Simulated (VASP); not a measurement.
A run of VASP 6.6.1:

The input POSCAR:

```
In
1.0
   -1.8440955744      1.8440955744      1.8440955744
    1.8440955744     -1.8440955744      1.8440955744
    1.8440955744      1.8440955744     -1.8440955744
In
1
Direct
    0.0000000000      0.0000000000      0.0000000000
```

The input INCAR.step1:

```
SYSTEM = In
PREC = Accurate ; ENCUT = 520
EDIFF = 1E-5 ; ISMEAR = -1
SIGMA = 0.05 ; LREAL = .FALSE.
LASPH = .TRUE. ; NELM = 60
ALGO = Normal ; ISIF = 2
LWAVE = .TRUE. ; NBANDS = 12
GGA = PE
```

Contents of INCAR.step2:

```
SYSTEM = In
PREC = Accurate ; ENCUT = 520
EDIFF = 1E-6 ; ISMEAR = -1
SIGMA = 0.05 ; LREAL = .FALSE.
LASPH = .TRUE. ; NELM = 60
ALGO = Normal ; ISIF = 2
LWAVE = .FALSE. ; LCHARG = .TRUE.
GGA = PE ; LHFCALC = .TRUE.
HFSCREEN = 0.2079 ; PRECFOCK = Normal
LELF = .TRUE. ; LVHAR = .TRUE.
NBANDS = 12 ; ISTART = 1
```

The input KPOINTS:

```
Automatic mesh
0
G
  6 6 6
  0 0 0
```

Potentials or basis: VASP PAW PBE potentials, release 64 (In_d).

The run is started by

```sh
$ cat potpaw_PBE.64/In_d/POTCAR > POTCAR
$ cp INCAR.step1 INCAR
$ mpirun -np 1 vasp_std > vasp.out
$ cp INCAR.step2 INCAR
$ mpirun -np 1 vasp_std > vasp.out
```

Hardware: 1 thread of Intel(R) Xeon(R) Platinum 8488C (Sapphire Rapids) (shared host).

Q: Estimate the wall time of this run.

A: Wall time 15 min on 1 thread of Intel(R) Xeon(R) Platinum 8488C (Sapphire Rapids), on a shared host, peak memory 0.24 GiB. Counts: k points 16.
